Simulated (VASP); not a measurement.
Hf, 1 atom in the cell. It takes space group Im-3m (No. 229, cubic). The conventional cell has a = 3.417 Å, b = 3.417 Å, c = 3.417 Å, α = 90.00°, β = 90.00°, γ = 90.00°. Within 3.9 Å of Hf (site symmetry m-3m) lie 14 Hf at 2.96 to 3.42 Å. 

| Quantity | Value |
| --- | --- |
| Program | VASP 6.6.1 |
| Task | single point |
| Functional | PBEsol |
| Potentials or basis | VASP PAW PBE potentials, release 64 (Hf_pv) |
| Cutoff | 520 eV |
| k mesh | 8 × 8 × 8 |
| Occupations | gaussian, width 0.1 eV |
| Spin | no spin polarisation |
| Dipole correction | no |
| Further INCAR settings | ALGO = Normal; EDIFF = 1e-06; NBANDS = 11 |

Potentials or basis: VASP PAW PBE potentials, release 64 (Hf_pv).

Run with:

```sh
$ cat potpaw_PBE.64/Hf_pv/POTCAR > POTCAR
$ mpirun -np 1 vasp_std > vasp.out
```

Hardware: 1 thread of Intel(R) Xeon(R) 6975P-C (Granite Rapids) (shared host).

**Question.** How long does it take, and how much memory?

**Answer.** Run time: 2.5 s on 1 thread of Intel(R) Xeon(R) 6975P-C (Granite Rapids) (shared host), peak memory 0.13 GiB. Counts: scf iterations 11, k points 29.
